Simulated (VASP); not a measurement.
# Li2S (Fm-3m) in VASP: a series of runs

The runs below take Li2S through single point, with PBEsol+D3(BJ), revPBE+D3(BJ).

Program: VASP 6.6.1. These are calculated values, not measurements. Logs are shortened: lines on timing, memory, paths and dates and some standing lists are left out, and cuts for length are marked.

**1. The cell of the first run**

The structure is cubic, space group Fm-3m (No. 225). The conventional cell has a = 5.548 Å, b = 5.548 Å, c = 5.548 Å, α = 90.00°, β = 90.00°, γ = 90.00°. Within 3.2 Å of Li (site symmetry -43m) lie 4 S at 2.40 Å and 6 Li at 2.77 Å. S (site symmetry m-3m) has 8 Li at 2.40 Å within 3.2 Å.

**2. Single point, PBEsol+D3(BJ)**

Input file INCAR:

```
  PREC = Accurate
  ENCUT = 750
  EDIFF = 1E-6
  ISMEAR = 0
  SIGMA = 0.05
  LREAL = F
  LASPH = T
  NELM = 120
  ALGO = Normal
  ISIF = 2
  LWAVE = F
  LCHARG = F
  GGA = PS
  IVDW = 12
  NBANDS = 13
  GGA_COMPAT = F
```

Input file KPOINTS:

```
Automatic mesh
0
Gamma
  8 8 8
```

Input file POSCAR:

```
Li2S
1.0
    0.0000000000      2.7737597988      2.7737597988
    2.7737597988      0.0000000000      2.7737597988
    2.7737597988      2.7737597988      0.0000000000
Li S
2 1
Direct
    0.2500000000      0.2500000000      0.2500000000
    0.7500000000      0.7500000000      0.7500000000
    0.0000000000      0.0000000000      0.0000000000
```

Potentials or basis: VASP PAW PBE potentials, release 64 (Li_sv, S).

On the command line:

```bash
$ cat potpaw_PBE.64/Li_sv/POTCAR potpaw_PBE.64/S/POTCAR > POTCAR
$ mpirun -np 1 vasp_std > vasp.out
```

OUTCAR:

```text
PREC = Accurate
   ENCUT = 750
   EDIFF = 1E-6
   ISMEAR = 0
   LREAL = F
   LASPH = T
   NELM = 120
   ISIF = 2
   GGA = PS
   IVDW = 12
 IVDW          = 12

 ion  position               nearest neighbor table
   1  0.250  0.250  0.250-   3 2.40   3 2.40   3 2.40   3 2.40
   2  0.750  0.750  0.750-   3 2.40   3 2.40   3 2.40   3 2.40
   3  0.000  0.000  0.000-   2 2.40   2 2.40   2 2.40   1 2.40   1 2.40   1 2.40   2 2.40   1 2.40

  LATTYP: Found a face centered cubic cell.
 ALAT       =     5.5475195976

  Lattice vectors:

 A1 = (   0.0000000000,   2.7737597988,   2.7737597988)
 A2 = (   2.7737597988,   0.0000000000,   2.7737597988)
 A3 = (   2.7737597988,   2.7737597988,   0.0000000000)

Analysis of symmetry for initial positions (statically):
=====================================================================
 Subroutine PRICEL returns:
 Original cell was already a primitive cell.

 Routine SETGRP: Setting up the symmetry group for a
 face centered cubic supercell.

 Subroutine GETGRP returns: Found 48 space group operations
 (whereof 48 operations were pure point group operations)
 out of a pool of 48 trial point group operations.

The static configuration has the point symmetry O_h .

Analysis of symmetry for dynamics (positions and initial velocities):
=====================================================================
 Subroutine PRICEL returns:
 Original cell was already a primitive cell.

 Routine SETGRP: Setting up the symmetry group for a
 face centered cubic supercell.

 Subroutine GETGRP returns: Found 48 space group operations
 (whereof 48 operations were pure point group operations)
 out of a pool of 48 trial point group operations.

The dynamic configuration has the point symmetry O_h .

 Subroutine INISYM returns: Found 48 space group operations
 (whereof 48 operations are pure point group operations),
 and found     1 'primitive' translations

----------------------------------------------------------------------------------------

                                     Primitive cell

  volume of cell :      42.6812

  direct lattice vectors                    reciprocal lattice vectors
     0.000000000  2.773759799  2.773759799    -0.180260742  0.180260742  0.180260742
     2.773759799  0.000000000  2.773759799     0.180260742 -0.180260742  0.180260742
     2.773759799  2.773759799  0.000000000     0.180260742  0.180260742 -0.180260742

  length of vectors
     3.922688726  3.922688726  3.922688726     0.312220764  0.312220764  0.312220764

  position of ions in fractional coordinates (direct lattice)
     0.250000000  0.250000000  0.250000000
     0.750000000  0.750000000  0.750000000
     0.000000000  0.000000000  0.000000000

  ion indices of the primitive-cell ions
   primitive index   ion index
                 1           1
                 2           2
                 3           3

----------------------------------------------------------------------------------------

 KPOINTS: Automatic mesh

Automatic generation of k-mesh.
 Grid dimensions read from file:
 generate k-points for:    8    8    8

 Generating k-lattice:

  Cartesian coordinates                     Fractional coordinates (reciprocal lattice)
    -0.022532593  0.022532593  0.022532593     0.125000000  0.000000000  0.000000000
     0.022532593 -0.022532593  0.022532593     0.000000000  0.125000000  0.000000000
     0.022532593  0.022532593 -0.022532593     0.000000000  0.000000000  0.125000000

  Length of vectors
     0.039027596  0.039027596  0.039027596

  Shift w.r.t. Gamma in fractional coordinates (k-lattice)
     0.000000000  0.000000000  0.000000000

 Subroutine IBZKPT returns following result:
 ===========================================

 Found     29 irreducible k-points:

 Following reciprocal coordinates:
            Coordinates               Weight
  0.000000  0.000000  0.000000      1.000000
  0.125000  0.000000  0.000000      8.000000
  0.250000  0.000000  0.000000      8.000000
  0.375000  0.000000  0.000000      8.000000
  0.500000  0.000000  0.000000      4.000000
  0.125000  0.125000  0.000000      6.000000
[... 16 lines left out ...]
  0.500000  0.250000  0.125000     48.000000
 -0.375000  0.250000  0.125000     24.000000
 [... further k-points ...]
   k-points           NKPTS =     29   k-points in BZ     NKDIM =     29   number of bands    NBANDS=     13
   number of dos      NEDOS =    301   number of ions     NIONS =      3
   total plane-waves  NPLWV =  46656
   dimension x,y,z NGX =    36 NGY =   36 NGZ =   36
   dimension x,y,z NGXF=    72 NGYF=   72 NGZF=   72
   ions per type =               2   1
   NGX,Y,Z   is equivalent  to a cutoff of  15.26, 15.26, 15.26 a.u.
   NGXF,Y,Z  is equivalent  to a cutoff of  30.51, 30.51, 30.51 a.u.
 SYSTEM =  unknown system
   PREC   = accura    normal or accurate (medium, high low for compatibility)
   ISTART =      0    job   : 0-new  1-cont  2-samecut
   ICHARG =      2    charge: 1-file 2-atom 10-const
   ISPIN  =      1    spin polarized calculation?
   LNONCOLLINEAR =      F non collinear calculations
   LSORBIT =      F    spin-orbit coupling
   LASPH  =      T    aspherical Exc in radial PAW
   ENCUT  =  750.0 eV  55.12 Ry    7.42 a.u.   8.76  8.76  8.76*2*pi/ulx,y,z
   NELM   =    120;   NELMIN=  2; NELMDL= -5     # of ELM steps
   EDIFF  = 0.1E-05   stopping-criterion for ELM
   LREAL  =      F    real-space projection
   EDIFFG = 0.1E-04   stopping-criterion for IOM
   NSW    =      0    number of steps for IOM
   IBRION =     -1    ionic relax: 0-MD 1-quasi-New 2-CG
   NFREE  =      0    steps in history (QN), initial steepest desc. (CG)
   ISIF   =      2    stress and relaxation
   ISYM   =      2    0-nonsym 1-usesym 2-fastsym
   POTIM  = 0.5000    time-step for ionic-motion
   TEBEG  =    0.0;   TEEND  =   0.0 temperature during run
   PSTRESS=    0.0 pullay stress
   NELECT =      12.0000    total number of electrons
   NUPDOWN=      -1.0000    fix difference up-down
   EMIN   =  10.00;   EMAX   =-10.00  energy-range for DOS
   EFERMI =   0.00;   METHOD = LEGACY
   ISMEAR =     0;   SIGMA  =   0.05  broadening in eV -4-tet -1-fermi 0-gaus
   EFERMI_NEDOS =   21; number of points for ismear=-14 and -15
   IALGO  =     38    algorithm
   IMIX   =      4    mixing-type and parameters
     AMIX     =   0.40;   BMIX     =  1.00
     AMIX_MAG =   1.60;   BMIX_MAG =  1.00
  volume/ion in A,a.u.               =      14.23        96.01
  Fermi-wavevector in a.u.,A,eV,Ry     =   1.072481  2.026696 15.649641  1.150216
  Thomas-Fermi vector in A             =   2.208253
   LORBIT       =      0    0 simple, 1 ext, 2 COOP (PROOUT), +10 PAW based schemes
   GGA     = PS    functional components
   LHFCALC =     F    Hartree Fock is set to
   AEXX    =    0.0000 exact exchange contribution
   IVDW    =    12    specifies the selected vdW correction
   LEPSILON=     F    determine dielectric tensor
   LRPA    =     F    only Hartree local field effects (RPA)
 non-spin polarized calculation
 Gauss-broadening in eV      SIGMA  =   0.05
  energy-cutoff  :      750.00
  volume of cell :       42.68
 maximum number of plane-waves:      2012
   NGX = 17   NGY = 17   NGZ = 17

 number of electron      11.9999999 magnetization

 Free energy of the ion-electron system (eV)
  ---------------------------------------------------
  ext. energy  EPLUGINS =         0.00000000
  ---------------------------------------------------
  free energy    TOTEN  =       -12.35487602 eV

  energy without entropy =      -12.35487602  energy(sigma->0) =      -12.35487602

 E-fermi :   2.2195     XC(G=0):  -8.9480

 val. band max:        1.9289724258   @ k =   0.0000   0.0000   0.0000
 cond. band min:       5.0835623961   @ k =   0.5000   0.5000   0.0000
 fundamental gap:      3.1545899703
 Fermi energy:         2.2195156200

 k-point     1 :       0.0000    0.0000    0.0000
  band No.  band energies     occupation
      1     -41.4308      2.00000
      2     -41.3683      2.00000
      3      -9.3166      2.00000
      4       1.9290      2.00000
      5       1.9290      2.00000
      6       1.9290      2.00000
      7       6.4458      0.00000
      8       8.1009      0.00000
      9       8.1009      0.00000
     10       8.1009      0.00000
     11      13.2719      0.00000
     12      13.2719      0.00000
     13      14.5962      0.00000

 k-point     2 :       0.1250    0.0000    0.0000
  band No.  band energies     occupation
      1     -41.4282      2.00000
      2     -41.3706      2.00000
      3      -9.2513      2.00000
      4       1.2610      2.00000
      5       1.8274      2.00000
      6       1.8274      2.00000
      7       6.8816      0.00000
      8       8.3578      0.00000
      9       8.3578      0.00000
     10       8.5303      0.00000
     11      12.2549      0.00000
     12      12.2549      0.00000
     13      14.7856      0.00000

 k-point     3 :       0.2500    0.0000    0.0000
  band No.  band energies     occupation
      1     -41.4209      2.00000
      2     -41.3768      2.00000
      3      -9.0828      2.00000
      4       0.0494      2.00000
      5       1.6102      2.00000
      6       1.6102      2.00000
      7       7.5305      0.00000
      8       8.6970      0.00000
      9       8.6970      0.00000
     10       9.5229      0.00000
     11      11.8902      0.00000
     12      11.8902      0.00000
     13      15.3513      0.00000

 k-point     4 :       0.3750    0.0000    0.0000
  band No.  band energies     occupation
      1     -41.4103      2.00000
      2     -41.3865      2.00000
      3      -8.8945      2.00000
      4      -0.9125      2.00000
      5       1.4234      2.00000
      6       1.4234      2.00000
      7       8.0729      0.00000
      8       8.5663      0.00000
      9       8.5663      0.00000
     10      10.3018      0.00000
     11      13.0725      0.00000
     12      13.0725      0.00000
     13      16.0582      0.00000

 k-point     5 :       0.5000    0.0000    0.0000
  band No.  band energies     occupation
      1     -41.3982      2.00000
      2     -41.3981      2.00000
      3      -8.8094      2.00000
      4      -1.2731      2.00000
      5       1.3530      2.00000
      6       1.3530      2.00000
      7       8.3102      0.00000
      8       8.4351      0.00000
      9       8.4351      0.00000
     10      10.5572      0.00000
     11      15.1776      0.00000
     12      15.1938      0.00000
     13      15.2652      0.00000
[... 257 lines left out ...]
 k-point    22 :       0.3750    0.2500    0.1250
  band No.  band energies     occupation
      1     -41.4162      2.00000
      2     -41.3808      2.00000
      3      -8.9552      2.00000
      4      -0.0815      2.00000
      5       0.8026      2.00000
      6       1.3403      2.00000
      7       7.4329      0.00000
      8       9.0516      0.00000
      9       9.1157      0.00000
     10      10.1952      0.00000
     11      11.2151      0.00000
     12      14.4510      0.00000
     13      17.0719      0.00000

 k-point    23 :       0.5000    0.2500    0.1250
  band No.  band energies     occupation
      1     -41.4077      2.00000
      2     -41.3885      2.00000
      3      -8.8004      2.00000
      4      -0.6871      2.00000
      5       0.5553      2.00000
      6       1.0672      2.00000
      7       7.6454      0.00000
      8       8.8447      0.00000
      9      10.0679      0.00000
     10      10.5736      0.00000
     11      12.2144      0.00000
     12      14.7310      0.00000
     13      16.1329      0.00000

 k-point    24 :      -0.3750    0.2500    0.1250
  band No.  band energies     occupation
      1     -41.3980      2.00000
      2     -41.3979      2.00000
      3      -8.7315      2.00000
      4      -0.9505      2.00000
      5       0.5418      2.00000
      6       0.8965      2.00000
      7       7.7453      0.00000
      8       8.7269      0.00000
      9      10.4959      0.00000
     10      11.1810      0.00000
     11      12.5563      0.00000
     12      13.9660      0.00000
     13      15.7547      0.00000

 [... further k-points ...]

------------------------ aborting loop because EDIFF is reached ----------------------------------------

 Edisp (eV)   -0.73069

 E8    (eV) :    -0.4510

  FORCE on cell =-STRESS in cart. coord.  units (eV):
  Direction    XX          YY          ZZ          XY          YZ          ZX
  --------------------------------------------------------------------------------------
  -------------------------------------------------------------------------------------
  Total      -0.01785    -0.01785    -0.01785    -0.00000     0.00000    -0.00000
  in kB      -0.66992    -0.66992    -0.66992    -0.00000     0.00000    -0.00000
  external pressure =       -0.67 kB  Pullay stress =        0.00 kB

 VOLUME and BASIS-vectors are now :
 -----------------------------------------------------------------------------
  energy-cutoff  :      750.00
  volume of cell :       42.68
      direct lattice vectors                 reciprocal lattice vectors
     0.000000000  2.773759799  2.773759799    -0.180260742  0.180260742  0.180260742
     2.773759799  0.000000000  2.773759799     0.180260742 -0.180260742  0.180260742
     2.773759799  2.773759799  0.000000000     0.180260742  0.180260742 -0.180260742

 POSITION                                       TOTAL-FORCE (eV/Angst)
 -----------------------------------------------------------------------------------
      1.38688      1.38688      1.38688         0.000000     -0.000000     -0.000000
      4.16064      4.16064      4.16064        -0.000000      0.000000      0.000000
      0.00000      0.00000      0.00000         0.000000      0.000000     -0.000000
 -----------------------------------------------------------------------------------
    total drift:                                0.000000      0.000000      0.000000

  FREE ENERGIE OF THE ION-ELECTRON SYSTEM (eV)
  ---------------------------------------------------
  free  energy   TOTEN  =       -13.0855656641 eV

  energy  without entropy=      -13.0855656641  energy(sigma->0) =      -13.08556566
```

Wall time 53 s (1 thread of AMD EPYC 7R13, shared host); peak memory 0.18 GiB.

What came out:

- Free energy: -13.0856 eV
- Pressure: -0.1 GPa
- Band gap on the k mesh: 3.15 eV, indirect (least direct gap 4.52 eV)
- Dispersion energy per atom: -0.244 eV

Caveat: the PAW data sets were made with another functional, which shifts forces and pressure a little. A k mesh can miss the band edges.

**3. Single point, PBEsol+D3(BJ) (volume scaled by 1.02)**

Input file INCAR:

```
PREC = Accurate
ENCUT = 750
EDIFF = 1E-6
ISMEAR = 0
SIGMA = 0.05
LREAL = False
LASPH = True
NELM = 120
ALGO = Normal
ISIF = 2
LWAVE = False
LCHARG = True
GGA = PS
IVDW = 12
LELF = True
LVHAR = True
NBANDS = 13
GGA_COMPAT = False
```

KPOINTS is that of step 2.

Input file POSCAR:

```
Li2S
1.0
    0.0000000000      2.7921296043      2.7921296043
    2.7921296043      0.0000000000      2.7921296043
    2.7921296043      2.7921296043      0.0000000000
Li S
2 1
Direct
    0.2500000000      0.2500000000      0.2500000000
    0.7500000000      0.7500000000      0.7500000000
    0.0000000000      0.0000000000      0.0000000000
```

Potentials or basis: VASP PAW PBE potentials, release 64 (Li_sv, S).

On the command line:

```bash
$ cat potpaw_PBE.64/Li_sv/POTCAR potpaw_PBE.64/S/POTCAR > POTCAR
$ mpirun -np 1 vasp_std > vasp.out
```

Wall time 64 s (1 thread of AMD EPYC 7R13, shared host); peak memory 0.18 GiB.

The run converged. Its results:

```yaml
Free_energy: -13.0835 eV
Pressure: -1.0 GPa
Band_gap_on_the_k_mesh: 3.17 eV, indirect (least direct gap 4.41 eV)
Dispersion_energy_per_atom: -0.239 eV
```

Levels at points of the mesh, in eV from the valence-band top:
```
           k point  band 3  band 4  band 5  band 6  band 7  band 8  band 9  band 10
(0.00, 0.00, 0.00)  -11.19    0.00    0.00    0.00    4.41    6.17    6.17     6.17
(0.50, 0.00, 0.00)  -10.70   -3.13   -0.56   -0.56    6.29    6.50    6.50     8.53
(0.50, 0.50, 0.00)  -10.56   -2.33   -1.57   -1.57    3.17    7.18   11.41    11.41
```

Caveat: the PAW data sets were made with another functional, which shifts forces and pressure a little. A k mesh can miss the band edges.

**4. Single point, revPBE+D3(BJ) (volume scaled by 1.02)**

Input file INCAR:

```
SYSTEM = Li2S
PREC = Accurate
ENCUT = 750
EDIFF = 1E-6
ISMEAR = 0
SIGMA = 0.05
LREAL = .False.
LASPH = .True.
NELM = 120
ALGO = Normal
ISIF = 2
LWAVE = .False.
LCHARG = .False.
GGA = RE
IVDW = 12
NBANDS = 13
GGA_COMPAT = .False.
```

Input file KPOINTS:

```
regular mesh
0
Gamma
  8 8 8
  0 0 0
```

Input file POSCAR:

```
Li2S
1.0
    0.0000000000      2.7688220069      2.7688220069
    2.7688220069      0.0000000000      2.7688220069
    2.7688220069      2.7688220069      0.0000000000
Li S
2 1
Direct
    0.2500000000      0.2500000000      0.2500000000
    0.7500000000      0.7500000000      0.7500000000
    0.0000000000      0.0000000000      0.0000000000
```

On the command line:

```bash
$ cat potpaw_PBE.64/Li_sv/POTCAR potpaw_PBE.64/S/POTCAR > POTCAR
$ mpirun -np 1 vasp_std > vasp.out
```

It took 54 s on 1 thread of AMD EPYC 7R13, shared host; peak memory 0.18 GiB.

Results (log left out):

- Free energy: -13.0575 eV
- Pressure: -1.2 GPa
- Band gap on the k mesh: 3.43 eV, indirect (least direct gap 4.85 eV)
- Dispersion energy per atom: -0.562 eV

Levels at points of the mesh, in eV from the valence-band top:
| k point | band 4 | band 5 | band 6 | band 7 | band 8 | band 9 |
| --- | --- | --- | --- | --- | --- | --- |
| (0.00, 0.00, 0.00) | 0.00 | 0.00 | 0.00 | 4.85 | 6.37 | 6.37 |
| (0.50, 0.00, 0.00) | -3.13 | -0.56 | -0.56 | 6.62 | 6.70 | 6.70 |
| (0.50, 0.50, 0.00) | -2.33 | -1.57 | -1.57 | 3.43 | 7.38 | 11.88 |

Caveat: the PAW data sets were made with another functional, which shifts forces and pressure a little. A k mesh can miss the band edges.

**5. Summary**

```csv
level,cell,gap on the mesh (eV),pressure (GPa)
PBEsol+D3(BJ),"a = 3.923 Å, angles 60.0°, 3 atoms",3.15,-0.1
PBEsol+D3(BJ),"a = 3.949 Å, angles 60.0°, 3 atoms",3.17,-1.0
revPBE+D3(BJ),"a = 3.916 Å, angles 60.0°, 3 atoms",3.43,-1.2
```

Alike in all rows: task single point; potentials or basis VASP PAW PBE potentials, release 64 (Li_sv, S); no spin polarisation; k mesh 8 × 8 × 8; cutoff (eV) 750; smearing gaussian 0.05 eV.

Caveats: the PAW data sets were made with another functional, which shifts forces and pressure a little.

Absolute energies hang on the potentials; compare differences alone.
